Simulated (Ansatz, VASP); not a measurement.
## NaAl2 in VASP and in Ansatz

Contents of INCAR:

```
SYSTEM = NaAl2
PREC     = Accurate       ! precision mode
ENCUT    = 600            ! plane-wave cutoff, eV
EDIFF    = 1E-6           ! SCF threshold, eV
ISMEAR   = 0              ! smearing method
SIGMA    = 0.1            ! smearing width, eV
LREAL    = .FALSE.        ! projectors in reciprocal space
LASPH    = .TRUE.         ! aspherical terms in the spheres
NELM     = 80             ! most SCF steps
ALGO     = Fast           ! electronic algorithm
ISIF     = 3              ! what is computed and relaxed
LWAVE    = .FALSE.        ! write WAVECAR
LCHARG   = .FALSE.        ! write CHGCAR
GGA      = PE             ! functional
IBRION   = 2              ! ionic algorithm
NSW      = 100            ! ionic steps
EDIFFG   = -0.01          ! ionic threshold
```

KPOINTS

```
regular mesh
0
G
  12 12 16
  0 0 0
```

The input POSCAR:

```
NaAl2
1.0
    5.0509088878      0.0000000000      0.0000000000
   -2.5254544439      4.3742154090      0.0000000000
    0.0000000000      0.0000000000      2.7861333032
Na Al
1 2
Direct
    0.6666666667      0.3333333333      0.5000000000
    0.0000000000      0.0000000000      0.0000000000
    0.3333333333      0.6666666667      0.5000000000
```

Input for Ansatz:

```yaml
crystal:
  lattice:
    - [5.0509088878, 0.0, 0.0]
    - [-2.5254544439, 4.374215409, 0.0]
    - [0.0, 0.0, 2.7861333032]
  atoms:
    - { symbol: Na, position: [0.6666666667, 0.3333333333, 0.5] }
    - { symbol: Al, position: [0.0, 0.0, 0.0] }
    - { symbol: Al, position: [0.3333333333, 0.6666666667, 0.5] }
basis:
  ecutwfc: 420
kpoints:
  mp_grid: { grid: [12, 12, 16] }
hamiltonian:
  xc: pbe
scf:
  occupations: { method: gaussian, width: 0.1 }
output:
  forces: true
  stress: true
  eigenvalues: true
  write_density: true
  write_potential: true
  elf: true
  volumetric_format: npy
relax:
  adjacent_minimum: "off"
  f_tol: 0.01
  max_steps: 80
  cell: { stress_tol: 0.05 }
```

Alike in both runs: task relaxation of cell and atoms; functional PBE; k mesh 12 × 12 × 16; occupations gaussian, width 0.1 eV; no spin polarisation.

|  | VASP | Ansatz |
| --- | --- | --- |
| version | VASP 6.6.1 | Ansatz 0.2.0 |
| potentials or method | VASP PAW PBE potentials, release 64 (Na_pv, Al), cutoff 600 eV | scalar-relativistic, plane waves, PAW |
| valence electrons in the cell | 13 | 15 |

```csv
,VASP,Ansatz,Ansatz less VASP
"gap on the k mesh at the Fermi level, each at its own relaxed structure (eV)",none,none,-
relaxed volume (Å³/atom),20.59,20.58,-0.015
relaxed length of the cell vector where the two differ most in proportion (Å),2.794,2.796,+0.0023
```

A gap of «none» marks a metal or a gap that the smearing closes. VASP's potentials hold 13 valence electrons a cell and Ansatz's 15, so a difference there can come from the potentials and not from the codes.
